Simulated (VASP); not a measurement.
GaSb:

```
Sb Ga
1.0
     0.00000    3.09925    3.09925
     3.09925    0.00000    3.09925
     3.09925    3.09925    0.00000
Sb Ga
1 1
Cartesian
  4.6489 4.6489 4.6489
  0.0000 0.0000 0.0000
```

Base run:

| Item | Value |
| --- | --- |
| Program | VASP 6.6.1 |
| Functional | revPBE |
| Dispersion | D3(BJ) |
| Potentials or basis | VASP PAW PBE potentials, release 64 (Sb, Ga_d) |
| Cutoff | 520 eV |
| k mesh | 8 × 8 × 8 |
| Occupations | fermi-dirac, width 0.05 eV |
| Spin | no spin polarisation |

Its results: band gap on the k mesh zero (filled and empty bands touch); pressure -2.1 GPa.

Task: The run is repeated on the same cell with these changes: dispersion from D3(BJ) to none. What comes out?

Result: Band gap on the k mesh zero (filled and empty bands touch); pressure 1.5 GPa.

Dispersion adds attraction, which lowers the pressure at fixed volume and, as a term added to the energy, leaves the levels alone.

Caveats: the PAW data sets were made with another functional, which shifts forces and pressure a little; spin-orbit coupling is left out, which moves the levels of the heavy elements; pairwise dispersion overbinds metals, which lowers pressure and volume (some runs).
